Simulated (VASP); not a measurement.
# BeZn3Te4 in VASP: further runs

BeZn3Te4 is run at these levels: PBE; tasks: single point.

Program: VASP 6.6.1. These are calculated values, not measurements. Logs are shortened: lines on timing, memory, paths and dates and some standing lists are left out, and cuts for length are marked.

## (1) The cell of the first run

The structure is tetragonal, space group I-42m (No. 121). Conventional cell: a = 6.050 Å, b = 6.050 Å, c = 12.076 Å, α = 90.00°, β = 90.00°, γ = 90.00°. Within 3.3 Å of Be (site symmetry -42m) lie 4 Te at 2.47 Å. Zn (site symmetry -42m) has 4 Te at 2.68 Å within 3.5 Å. Zn (site symmetry -4) has 4 Te at 2.66 Å within 3.5 Å. Within 3.3 Å of Te (site symmetry m) lie 1 Be at 2.47 Å and 3 Zn at 2.66 to 2.68 Å.

## (2) Single point, PBE

INCAR reads:

```
ALGO = Normal
EDIFF = 1E-7
ENCUT = 520
GGA = PE
ISIF = 2
ISMEAR = 0
LASPH = T
LCHARG = F
LREAL = F
LWAVE = F
NBANDS = 41
NELM = 80
PREC = Accurate
SIGMA = 0.02
```

KPOINTS reads:

```
k-points
0
Gamma
  6 6 6
```

POSCAR reads:

```
BeZn3Te4
1.0
   -3.0250219000      3.0250219000      6.0379288000
    3.0250219000     -3.0250219000      6.0379288000
    3.0250219000      3.0250219000     -6.0379288000
Be Zn Te
1 3 4
Direct
    0.5000000000      0.5000000000      0.0000000000
    0.0000000000      0.0000000000      0.0000000000
    0.2500000000      0.7500000000      0.5000000000
    0.7500000000      0.2500000000      0.5000000000
    0.8544870000      0.8544870000      0.4707150000
    0.3837720000      0.3837720000      0.5292850000
    0.1455130000      0.6162280000      0.0000000000
    0.6162280000      0.1455130000      0.0000000000
```

Potentials or basis: VASP PAW PBE potentials, release 64 (Be, Zn, Te).

Launch:

```
> cat potpaw_PBE.64/Be/POTCAR potpaw_PBE.64/Zn/POTCAR potpaw_PBE.64/Te/POTCAR > POTCAR
> mpirun -np 1 vasp_std > vasp.out
```

OUTCAR:

```text
EDIFF = 1E-7
   ENCUT = 520
   GGA = PE
   ISIF = 2
   ISMEAR = 0
   LASPH = T
   LREAL = F
   NELM = 80
   PREC = Accurate

 ion  position               nearest neighbor table
   1  0.500  0.500  0.000-   5 2.47   6 2.47   7 2.47   8 2.47
   2  0.000  0.000  0.000-   6 2.68   7 2.68   8 2.68   5 2.68
   3  0.250  0.750  0.500-   6 2.66   7 2.66   8 2.66   5 2.66
   4  0.750  0.250  0.500-   6 2.66   8 2.66   7 2.66   5 2.66
   5  0.854  0.854  0.471-   1 2.47   3 2.66   4 2.66   2 2.68
   6  0.384  0.384  0.529-   1 2.47   3 2.66   4 2.66   2 2.68
   7  0.146  0.616  0.000-   1 2.47   3 2.66   4 2.66   2 2.68
   8  0.616  0.146  0.000-   1 2.47   4 2.66   3 2.66   2 2.68

  LATTYP: Found a body centered tetragonal cell.
 ALAT       =     6.0500438000
 C/A-ratio  =     1.9959950703

  Lattice vectors:

 A1 = (  -3.0250219000,   3.0250219000,   6.0379288000)
 A2 = (   3.0250219000,  -3.0250219000,   6.0379288000)
 A3 = (   3.0250219000,   3.0250219000,  -6.0379288000)

Analysis of symmetry for initial positions (statically):
=====================================================================
 Subroutine PRICEL returns:
 Original cell was already a primitive cell.

 Routine SETGRP: Setting up the symmetry group for a
 body centered tetragonal supercell.

 Subroutine GETGRP returns: Found  8 space group operations
 (whereof  8 operations were pure point group operations)
 out of a pool of 16 trial point group operations.

The static configuration has the point symmetry D_2d.

Analysis of symmetry for dynamics (positions and initial velocities):
=====================================================================
 Subroutine PRICEL returns:
 Original cell was already a primitive cell.

 Routine SETGRP: Setting up the symmetry group for a
 body centered tetragonal supercell.

 Subroutine GETGRP returns: Found  8 space group operations
 (whereof  8 operations were pure point group operations)
 out of a pool of 16 trial point group operations.

The dynamic configuration has the point symmetry D_2d.

 Subroutine INISYM returns: Found  8 space group operations
 (whereof  8 operations are pure point group operations),
 and found     1 'primitive' translations

----------------------------------------------------------------------------------------

                                     Primitive cell
[... 102 lines left out ...]
   NELM   =     80;   NELMIN=  2; NELMDL= -5     # of ELM steps
   EDIFF  = 0.1E-06   stopping-criterion for ELM
   LREAL  =      F    real-space projection
   EDIFFG = 0.1E-05   stopping-criterion for IOM
   NSW    =      0    number of steps for IOM
   IBRION =     -1    ionic relax: 0-MD 1-quasi-New 2-CG
   NFREE  =      0    steps in history (QN), initial steepest desc. (CG)
   ISIF   =      2    stress and relaxation
   ISYM   =      2    0-nonsym 1-usesym 2-fastsym
   POTIM  = 0.5000    time-step for ionic-motion
   TEBEG  =    0.0;   TEEND  =   0.0 temperature during run
   PSTRESS=    0.0 pullay stress
   NELECT =      62.0000    total number of electrons
   NUPDOWN=      -1.0000    fix difference up-down
   EMIN   =  10.00;   EMAX   =-10.00  energy-range for DOS
   EFERMI =   0.00;   METHOD = LEGACY
   ISMEAR =     0;   SIGMA  =   0.02  broadening in eV -4-tet -1-fermi 0-gaus
   EFERMI_NEDOS =   21; number of points for ismear=-14 and -15
   IALGO  =     38    algorithm
   IMIX   =      4    mixing-type and parameters
     AMIX     =   0.40;   BMIX     =  1.00
     AMIX_MAG =   1.60;   BMIX_MAG =  1.00
  volume/ion in A,a.u.               =      27.63       186.43
  Fermi-wavevector in a.u.,A,eV,Ry     =   1.071693  2.025206 15.626643  1.148526
  Thomas-Fermi vector in A             =   2.207441
   LORBIT       =      0    0 simple, 1 ext, 2 COOP (PROOUT), +10 PAW based schemes
   GGA     = PE    functional components
   LHFCALC =     F    Hartree Fock is set to
   AEXX    =    0.0000 exact exchange contribution
   IVDW    =     0    specifies the selected vdW correction
   LEPSILON=     F    determine dielectric tensor
   LRPA    =     F    only Hartree local field effects (RPA)
 non-spin polarized calculation
 Gauss-broadening in eV      SIGMA  =   0.02
  energy-cutoff  :      520.00
  volume of cell :      221.01
 maximum number of plane-waves:      6014
   NGX = 27   NGY = 27   NGZ = 27

 number of electron      61.9999964 magnetization

 Free energy of the ion-electron system (eV)
  ---------------------------------------------------
  ext. energy  EPLUGINS =         0.00000000
  ---------------------------------------------------
  free energy    TOTEN  =       -23.12286135 eV

  energy without entropy =      -23.12286135  energy(sigma->0) =      -23.12286135

 E-fermi :   3.4477     XC(G=0):  -8.8615

 val. band max:        3.3252155631   @ k =   0.0000   0.0000   0.0000
 cond. band min:       4.9342607611   @ k =   0.0000   0.0000   0.0000
 fundamental gap:      1.6090451979
 Fermi energy:         3.4477096026

 k-point     1 :       0.0000    0.0000    0.0000
  band No.  band energies     occupation
      1      -8.3902      2.00000
      2      -7.1402      2.00000
      3      -7.1245      2.00000
      4      -7.1245      2.00000
      5      -3.4624      2.00000
      6      -3.4429      2.00000
[... 1045 lines left out ...]
     40       8.0960      0.00000
     41       8.5893      0.00000

 [... further k-points ...]
[... 5 lines left out ...]
  --------------------------------------------------------------------------------------
  -------------------------------------------------------------------------------------
  Total        0.1561622      0.1561622      0.1498686      0.0000000      0.0000000     -0.0000000
  in kB        1.1320915      1.1320915      1.0864665      0.0000000      0.0000000     -0.0000000
  external PRESSURE =       1.1168832 kB  Pullay stress =       0.0000000 kB

 VOLUME and BASIS-vectors are now :
 -----------------------------------------------------------------------------
  energy-cutoff  :      520.00
  volume of cell :      221.01
      direct lattice vectors                 reciprocal lattice vectors
    -3.025021900  3.025021900  6.037928800     0.000000000  0.165288060  0.082809854
     3.025021900 -3.025021900  6.037928800     0.165288060  0.000000000  0.082809854
     3.025021900  3.025021900 -6.037928800     0.165288060  0.165288060  0.000000000

 POSITION                                       TOTAL-FORCE (eV/Angst)
 -----------------------------------------------------------------------------------
      0.00000      0.00000      6.03793        -0.000000      0.000000      0.000000
      0.00000      0.00000      0.00000        -0.000000     -0.000000      0.000000
      3.02502      0.00000      3.01896        -0.000000      0.000000      0.000000
      0.00000      3.02502      3.01896        -0.000000      0.000000     -0.000000
      1.42392      1.42392      7.47652        -0.005077     -0.005077     -0.002096
      1.60110      1.60110      1.43859         0.005077      0.005077     -0.002096
      1.42392     -1.42392      4.59934        -0.005077      0.005077      0.002096
     -1.42392      1.42392      4.59934         0.005077     -0.005077      0.002096
 -----------------------------------------------------------------------------------
    total drift:                               -0.000018     -0.000018     -0.000019

  FREE ENERGIE OF THE ION-ELECTRON SYSTEM (eV)
  ---------------------------------------------------
  free  energy   TOTEN  =       -23.1228613482 eV

  energy  without entropy=      -23.1228613482  energy(sigma->0) =      -23.12286135
```

It took 9.5 min on 1 thread of Intel Xeon 8259CL, shared host; peak memory 0.58 GiB.

What came out:

```
Free energy            : -23.1229 eV
Pressure               : 0.1 GPa
Largest force          : 0.007 eV/Å
Band gap on the k mesh : 1.61 eV
```

Forces on the atoms (eV/Å):
```
Be   0.000  0.000  0.000
Zn   0.000  0.000  0.000
Zn   0.000  0.000  0.000
Zn   0.000  0.000  0.000
Te  -0.005 -0.005 -0.002
Te   0.005  0.005 -0.002
Te  -0.005  0.005  0.002
Te   0.005 -0.005  0.002
```

Caveat: spin-orbit coupling is left out, which moves the levels of the heavy elements. A k mesh can miss the band edges.

[end of part 1 of 2]
